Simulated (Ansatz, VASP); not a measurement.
## Sr: VASP beside Ansatz

File INCAR:

```
ALGO = Fast
EDIFF = 1E-6
ENCUT = 520
GGA = PS
ISIF = 2
ISMEAR = 0
LASPH = True
LCHARG = True
LELF = True
LREAL = False
LVHAR = True
LWAVE = False
NBANDS = 17
NELM = 80
PREC = Accurate
SIGMA = 0.1
```

File KPOINTS:

```
k-points
0
Gamma
  12 12 12
```

POSCAR

```
Sr
1.0
   -3.7720720093      3.7720720093      2.2385854887
    3.7720720093     -3.7720720093      2.2385854887
    3.7720720093      3.7720720093     -2.2385854887
Sr
2
Direct
    0.7500000000      0.2500000000      0.5000000000
    0.0000000000      0.0000000000      0.0000000000
```

Input for Ansatz:

```yaml
crystal:
  lattice:
    - [-3.7720720093, 3.7720720093, 2.2385854887]
    - [3.7720720093, -3.7720720093, 2.2385854887]
    - [3.7720720093, 3.7720720093, -2.2385854887]
  atoms:
    - { symbol: Sr, position: [0.75, 0.25, 0.5] }
    - { symbol: Sr, position: [0.0, 0.0, 0.0] }
basis:
  ecutwfc: 420
kpoints:
  mp_grid: { grid: [12, 12, 12] }
hamiltonian:
  xc: pbesol
scf:
  occupations: { method: gaussian, width: 0.1 }
output:
  forces: true
  stress: true
  eigenvalues: true
```

Alike in both runs: task single point; functional PBEsol; k mesh 12 × 12 × 12; occupations gaussian, width 0.1 eV; no spin polarisation.

```csv
,VASP,Ansatz
version,VASP 6.6.1,Ansatz 0.2.0
potentials or method,"VASP PAW PBE potentials, release 64 (Sr_sv), cutoff 520 eV","scalar-relativistic, plane waves, PAW"
valence electrons in the cell,20,20
```

```tsv
	VASP	Ansatz	Ansatz less VASP
gap on the k mesh at the Fermi level (eV)	none	none	-
pressure (GPa)	-1.3	-1.3	0.00
traceless stress, the component that is largest in VASP (GPa)	-1.37	-1.37	+0.001
```

VASP's potentials were made for PBE, not for PBEsol. A gap of «none» marks a metal or a gap that the smearing closes.
